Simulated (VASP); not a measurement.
# Na3TeF (Pm-3m) in VASP: a series of runs

Runs on Na3TeF. Level: PBE. Tasks: single point.

Everything below comes from runs of VASP 6.6.1. Logs are shortened: lines on timing, memory, paths and dates and some standing lists are left out, and cuts for length are marked.

## (1) The cell of the first run

Symmetry: Pm-3m, No. 221, cubic system. The conventional cell has a = 4.765 Å, b = 4.765 Å, c = 4.765 Å, α = 90.00°, β = 90.00°, γ = 90.00°. Within 3.1 Å of Na (site symmetry 4/mmm) lie 2 F at 2.38 Å. Within 4.4 Å of Te (site symmetry m-3m) lie 12 Na at 3.37 Å and 8 F at 4.13 Å. Within 3.1 Å of F (site symmetry m-3m) lie 6 Na at 2.38 Å.

## (2) Single point, PBE

INCAR reads:

```
SYSTEM = Na3TeF
  PREC = Accurate
  ENCUT = 520
  EDIFF = 1E-6
  ISMEAR = 0
  SIGMA = 0.1
  LREAL = .FALSE.
  LASPH = .TRUE.
  NELM = 100
  ALGO = Normal
  ISIF = 2
  LWAVE = .FALSE.
  LCHARG = .FALSE.
  GGA = PE
  NBANDS = 25
```

KPOINTS reads:

```
regular mesh
0
G
  4 4 4
  0 0 0
```

POSCAR reads:

```
Na3TeF
1.0
    4.7646271600      0.0000000000      0.0000000000
    0.0000000000      4.7646271600      0.0000000000
    0.0000000000      0.0000000000      4.7646271600
Na Te F
3 1 1
Direct
    0.5000000000      0.0000000000      0.0000000000
    0.0000000000      0.5000000000      0.0000000000
    0.0000000000      0.0000000000      0.5000000000
    0.5000000000      0.5000000000      0.5000000000
    0.0000000000      0.0000000000      0.0000000000
```

Potentials or basis: VASP PAW PBE potentials, release 64 (Na_pv, Te, F).

Launch:

```sh
> cat potpaw_PBE.64/Na_pv/POTCAR potpaw_PBE.64/Te/POTCAR potpaw_PBE.64/F/POTCAR > POTCAR
> mpirun -np 1 vasp_std > vasp.out
```

OUTCAR:

```text
SYSTEM = Na3TeF
   PREC = Accurate
   ENCUT = 520
   EDIFF = 1E-6
   ISMEAR = 0
   LREAL = .FALSE.
   LASPH = .TRUE.
   NELM = 100
   ISIF = 2
   GGA = PE

 ion  position               nearest neighbor table
   1  0.500  0.000  0.000-
   2  0.000  0.500  0.000-
   3  0.000  0.000  0.500-
   4  0.500  0.500  0.500-
   5  0.000  0.000  0.000-

  LATTYP: Found a simple cubic cell.
 ALAT       =     4.7646271600

  Lattice vectors:

 A1 = (   4.7646271600,   0.0000000000,   0.0000000000)
 A2 = (   0.0000000000,   4.7646271600,   0.0000000000)
 A3 = (   0.0000000000,   0.0000000000,   4.7646271600)

Analysis of symmetry for initial positions (statically):
=====================================================================
 Subroutine PRICEL returns:
 Original cell was already a primitive cell.

 Routine SETGRP: Setting up the symmetry group for a
 simple cubic supercell.

 Subroutine GETGRP returns: Found 48 space group operations
 (whereof 48 operations were pure point group operations)
 out of a pool of 48 trial point group operations.

The static configuration has the point symmetry O_h .

Analysis of symmetry for dynamics (positions and initial velocities):
=====================================================================
 Subroutine PRICEL returns:
 Original cell was already a primitive cell.

 Routine SETGRP: Setting up the symmetry group for a
 simple cubic supercell.

 Subroutine GETGRP returns: Found 48 space group operations
 (whereof 48 operations were pure point group operations)
 out of a pool of 48 trial point group operations.

The dynamic configuration has the point symmetry O_h .

 Subroutine INISYM returns: Found 48 space group operations
 (whereof 48 operations are pure point group operations),
 and found     1 'primitive' translations

----------------------------------------------------------------------------------------

                                     Primitive cell

  volume of cell :     108.1650

  direct lattice vectors                    reciprocal lattice vectors
     4.764627160  0.000000000  0.000000000     0.209880011  0.000000000  0.000000000
     0.000000000  4.764627160  0.000000000     0.000000000  0.209880011  0.000000000
     0.000000000  0.000000000  4.764627160     0.000000000  0.000000000  0.209880011

  length of vectors
     4.764627160  4.764627160  4.764627160     0.209880011  0.209880011  0.209880011

  position of ions in fractional coordinates (direct lattice)
     0.500000000  0.000000000  0.000000000
     0.000000000  0.500000000  0.000000000
     0.000000000  0.000000000  0.500000000
     0.500000000  0.500000000  0.500000000
     0.000000000  0.000000000  0.000000000

  ion indices of the primitive-cell ions
   primitive index   ion index
                 1           1
                 2           2
                 3           3
                 4           4
                 5           5

----------------------------------------------------------------------------------------

 KPOINTS: regular mesh

Automatic generation of k-mesh.
 Grid dimensions read from file:
 generate k-points for:    4    4    4

 Generating k-lattice:

  Cartesian coordinates                     Fractional coordinates (reciprocal lattice)
     0.052470003  0.000000000  0.000000000     0.250000000  0.000000000  0.000000000
     0.000000000  0.052470003  0.000000000     0.000000000  0.250000000  0.000000000
     0.000000000  0.000000000  0.052470003     0.000000000  0.000000000  0.250000000

  Length of vectors
     0.052470003  0.052470003  0.052470003

  Shift w.r.t. Gamma in fractional coordinates (k-lattice)
     0.000000000  0.000000000  0.000000000

 Subroutine IBZKPT returns following result:
 ===========================================

 Found     10 irreducible k-points:

 Following reciprocal coordinates:
            Coordinates               Weight
  0.000000  0.000000  0.000000      1.000000
  0.250000  0.000000  0.000000      6.000000
  0.500000  0.000000  0.000000      3.000000
  0.250000  0.250000  0.000000     12.000000
  0.500000  0.250000  0.000000     12.000000
  0.500000  0.500000  0.000000      3.000000
  0.250000  0.250000  0.250000      8.000000
  0.500000  0.250000  0.250000     12.000000
  0.500000  0.500000  0.250000      6.000000
  0.500000  0.500000  0.500000      1.000000
   k-points           NKPTS =     10   k-points in BZ     NKDIM =     10   number of bands    NBANDS=     25
   number of dos      NEDOS =    301   number of ions     NIONS =      5
   total plane-waves  NPLWV =  46656
   dimension x,y,z NGX =    36 NGY =   36 NGZ =   36
   dimension x,y,z NGXF=    72 NGYF=   72 NGZF=   72
   ions per type =               3   1   1
   NGX,Y,Z   is equivalent  to a cutoff of  12.56, 12.56, 12.56 a.u.
   NGXF,Y,Z  is equivalent  to a cutoff of  25.12, 25.12, 25.12 a.u.
 SYSTEM =  Na3TeF
   PREC   = accura    normal or accurate (medium, high low for compatibility)
   ISTART =      0    job   : 0-new  1-cont  2-samecut
   ICHARG =      2    charge: 1-file 2-atom 10-const
   ISPIN  =      1    spin polarized calculation?
   LNONCOLLINEAR =      F non collinear calculations
   LSORBIT =      F    spin-orbit coupling
   LASPH  =      T    aspherical Exc in radial PAW
   ENCUT  =  520.0 eV  38.22 Ry    6.18 a.u.   8.86  8.86  8.86*2*pi/ulx,y,z
   NELM   =    100;   NELMIN=  2; NELMDL= -5     # of ELM steps
   EDIFF  = 0.1E-05   stopping-criterion for ELM
   LREAL  =      F    real-space projection
   EDIFFG = 0.1E-04   stopping-criterion for IOM
   NSW    =      0    number of steps for IOM
   IBRION =     -1    ionic relax: 0-MD 1-quasi-New 2-CG
   NFREE  =      0    steps in history (QN), initial steepest desc. (CG)
   ISIF   =      2    stress and relaxation
   ISYM   =      2    0-nonsym 1-usesym 2-fastsym
   POTIM  = 0.5000    time-step for ionic-motion
   TEBEG  =    0.0;   TEEND  =   0.0 temperature during run
   PSTRESS=    0.0 pullay stress
   NELECT =      34.0000    total number of electrons
   NUPDOWN=      -1.0000    fix difference up-down
   EMIN   =  10.00;   EMAX   =-10.00  energy-range for DOS
   EFERMI =   0.00;   METHOD = LEGACY
   ISMEAR =     0;   SIGMA  =   0.10  broadening in eV -4-tet -1-fermi 0-gaus
   EFERMI_NEDOS =   21; number of points for ismear=-14 and -15
   IALGO  =     38    algorithm
   IMIX   =      4    mixing-type and parameters
     AMIX     =   0.40;   BMIX     =  1.00
     AMIX_MAG =   1.60;   BMIX_MAG =  1.00
  volume/ion in A,a.u.               =      21.63       145.99
  Fermi-wavevector in a.u.,A,eV,Ry     =   1.113112  2.103477 16.857869  1.239018
  Thomas-Fermi vector in A             =   2.249693
   LORBIT       =      0    0 simple, 1 ext, 2 COOP (PROOUT), +10 PAW based schemes
   GGA     = PE    functional components
   LHFCALC =     F    Hartree Fock is set to
   AEXX    =    0.0000 exact exchange contribution
   IVDW    =     0    specifies the selected vdW correction
   LEPSILON=     F    determine dielectric tensor
   LRPA    =     F    only Hartree local field effects (RPA)
 non-spin polarized calculation
 Gauss-broadening in eV      SIGMA  =   0.10
  energy-cutoff  :      520.00
  volume of cell :      108.17
 maximum number of plane-waves:      2945
 NGX is ok and might be reduce to    36
   NGX = 17   NGY = 17   NGZ = 17

 number of electron      33.9999974 magnetization

 Free energy of the ion-electron system (eV)
  ---------------------------------------------------
  ext. energy  EPLUGINS =         0.00000000
  ---------------------------------------------------
  free energy    TOTEN  =       -17.09489368 eV

  energy without entropy =      -17.09489368  energy(sigma->0) =      -17.09489368

 E-fermi :   2.2864     XC(G=0):  -8.3664

 val. band max:        1.8518385118   @ k =   0.5000   0.5000   0.0000
 cond. band min:       3.8578296520   @ k =   0.0000   0.0000   0.0000
 fundamental gap:      2.0059911402
 Fermi energy:         2.2864449536

 k-point     1 :       0.0000    0.0000    0.0000
  band No.  band energies     occupation
      1     -21.4372      2.00000
      2     -21.4372      2.00000
      3     -21.4372      2.00000
      4     -21.4031      2.00000
      5     -21.4031      2.00000
      6     -21.4031      2.00000
[... 17 lines left out ...]
     24      10.7146      0.00000
     25      10.7146      0.00000

 k-point     2 :       0.2500    0.0000    0.0000
  band No.  band energies     occupation
      1     -21.4913      2.00000
      2     -21.4316      2.00000
      3     -21.4316      2.00000
      4     -21.4100      2.00000
      5     -21.4050      2.00000
      6     -21.4050      2.00000
[... 17 lines left out ...]
     24      10.3915      0.00000
     25      10.7805      0.00000

 k-point     3 :       0.5000    0.0000    0.0000
  band No.  band energies     occupation
      1     -21.5628      2.00000
      2     -21.4235      2.00000
      3     -21.4235      2.00000
      4     -21.4176      2.00000
      5     -21.4090      2.00000
      6     -21.4090      2.00000
[... 17 lines left out ...]
     24      11.0636      0.00000
     25      11.0690      0.00000

 k-point     4 :       0.2500    0.2500    0.0000
  band No.  band energies     occupation
      1     -21.5783      2.00000
      2     -21.4258      2.00000
      3     -21.4248      2.00000
      4     -21.4189      2.00000
      5     -21.4078      2.00000
      6     -21.4059      2.00000
[... 17 lines left out ...]
     24      10.0042      0.00000
     25      10.4422      0.00000
[... 85 lines left out ...]
 k-point     8 :       0.5000    0.2500    0.2500
  band No.  band energies     occupation
      1     -21.7162      2.00000
      2     -21.4327      2.00000
      3     -21.4290      2.00000
      4     -21.4251      2.00000
      5     -21.3995      2.00000
      6     -21.3909      2.00000
[... 17 lines left out ...]
     24      10.4090      0.00000
     25      12.0716      0.00000

 k-point     9 :       0.5000    0.5000    0.2500
  band No.  band energies     occupation
      1     -21.7745      2.00000
      2     -21.4396      2.00000
      3     -21.4305      2.00000
      4     -21.4305      2.00000
      5     -21.3894      2.00000
      6     -21.3894      2.00000
[... 17 lines left out ...]
     24      10.5913      0.00000
     25      12.7860      0.00000

 k-point    10 :       0.5000    0.5000    0.5000
  band No.  band energies     occupation
      1     -21.8294      2.00000
      2     -21.4393      2.00000
      3     -21.4393      2.00000
      4     -21.4393      2.00000
      5     -21.3812      2.00000
      6     -21.3812      2.00000
[... 17 lines left out ...]
     24      10.8818      0.00000
     25      13.0758      0.00000

------------------------ aborting loop because EDIFF is reached ----------------------------------------

  FORCE on cell =-STRESS in cart. coord.  units (eV):
  Direction    XX          YY          ZZ          XY          YZ          ZX
  --------------------------------------------------------------------------------------
  -------------------------------------------------------------------------------------
  Total       -0.3929380     -0.3929380     -0.3929380     -0.0000000     -0.0000000      0.0000000
  in kB       -5.8203332     -5.8203332     -5.8203332     -0.0000000     -0.0000000      0.0000000
  external PRESSURE =      -5.8203332 kB  Pullay stress =       0.0000000 kB

 VOLUME and BASIS-vectors are now :
 -----------------------------------------------------------------------------
  energy-cutoff  :      520.00
  volume of cell :      108.17
      direct lattice vectors                 reciprocal lattice vectors
     4.764627160  0.000000000  0.000000000     0.209880011  0.000000000  0.000000000
     0.000000000  4.764627160  0.000000000     0.000000000  0.209880011  0.000000000
     0.000000000  0.000000000  4.764627160     0.000000000  0.000000000  0.209880011

 POSITION                                       TOTAL-FORCE (eV/Angst)
 -----------------------------------------------------------------------------------
      2.38231      0.00000      0.00000         0.000000      0.000000      0.000000
      0.00000      2.38231      0.00000         0.000000      0.000000      0.000000
      0.00000      0.00000      2.38231         0.000000      0.000000      0.000000
      2.38231      2.38231      2.38231         0.000000      0.000000      0.000000
      0.00000      0.00000      0.00000         0.000000      0.000000      0.000000
 -----------------------------------------------------------------------------------
    total drift:                                0.000000      0.000000     -0.000000

  FREE ENERGIE OF THE ION-ELECTRON SYSTEM (eV)
  ---------------------------------------------------
  free  energy   TOTEN  =       -17.0948936769 eV

  energy  without entropy=      -17.0948936769  energy(sigma->0) =      -17.09489368
```

Wall time 18 s (1 thread of Intel Xeon Platinum 8488C (Sapphire Rapids), shared host); peak memory 0.21 GiB.

Results:

```yaml
Free_energy: -17.0949 eV
Pressure: -0.6 GPa
Band_gap_on_the_k_mesh: 2.01 eV (least direct gap 2.26 eV)
```

Caveat: spin-orbit coupling is left out, which moves the levels of the heavy elements.

## (3) Single point, PBE

This run uses another cell than the first one, of 21.20 Å³/atom.

INCAR reads:

```
SYSTEM = Na3TeF
PREC     = Accurate       ! precision mode
ENCUT    = 520            ! plane-wave cutoff, eV
EDIFF    = 1E-7           ! SCF threshold, eV
ISMEAR   = 0              ! smearing method
SIGMA    = 0.02           ! smearing width, eV
LREAL    = .FALSE.        ! projectors in reciprocal space
LASPH    = .TRUE.         ! aspherical terms in the spheres
NELM     = 80             ! most SCF steps
ALGO     = Normal         ! electronic algorithm
ISIF     = 2              ! what is computed and relaxed
LWAVE    = .FALSE.        ! write WAVECAR
LCHARG   = .TRUE.         ! write CHGCAR
GGA      = PE             ! functional
LELF     = .TRUE.         ! ELF
LVHAR    = .TRUE.       
NBANDS   = 25             ! bands
```

KPOINTS reads:

```
Automatic mesh
0
G
  6 6 6
  0 0 0
```

POSCAR: that of step 2 with these lines changed.

```diff
@@ -2,5 +2,5 @@
 1.0
-    4.7646271600      0.0000000000      0.0000000000
-    0.0000000000      4.7646271600      0.0000000000
-    0.0000000000      0.0000000000      4.7646271600
+    4.7326412623      0.0000000000      0.0000000000
+    0.0000000000      4.7326412623      0.0000000000
+    0.0000000000      0.0000000000      4.7326412623
 Na Te F
```

Potentials or basis: VASP PAW PBE potentials, release 64 (Na_pv, Te, F).

Launch:

```sh
> cat potpaw_PBE.64/Na_pv/POTCAR potpaw_PBE.64/Te/POTCAR potpaw_PBE.64/F/POTCAR > POTCAR
> mpirun -np 1 vasp_std > vasp.out
```

Wall time 42 s (1 thread of Intel Xeon Platinum 8488C (Sapphire Rapids), shared host); peak memory 0.22 GiB.

The run converged. Its results:

```yaml
Free_energy: -17.1122 eV
Pressure: 0.0 GPa
Band_gap_on_the_k_mesh: 2.10 eV (least direct gap 2.35 eV)
```

Levels at points of the mesh, in eV from the valence-band top:
```
           k point  band 15  band 16  band 17  band 18  band 19  band 20
(0.00, 0.00, 0.00)    -0.26    -0.26    -0.26     2.10     4.14     4.14
(0.50, 0.00, 0.00)    -2.15    -0.19    -0.19     3.75     4.81     6.01
(0.50, 0.50, 0.00)    -1.52    -1.52     0.00     3.09     4.54     6.34
(0.50, 0.50, 0.50)    -1.42    -1.42    -1.42     4.18     4.18     4.18
```

Caveat: spin-orbit coupling is left out, which moves the levels of the heavy elements. A k mesh can miss the band edges.
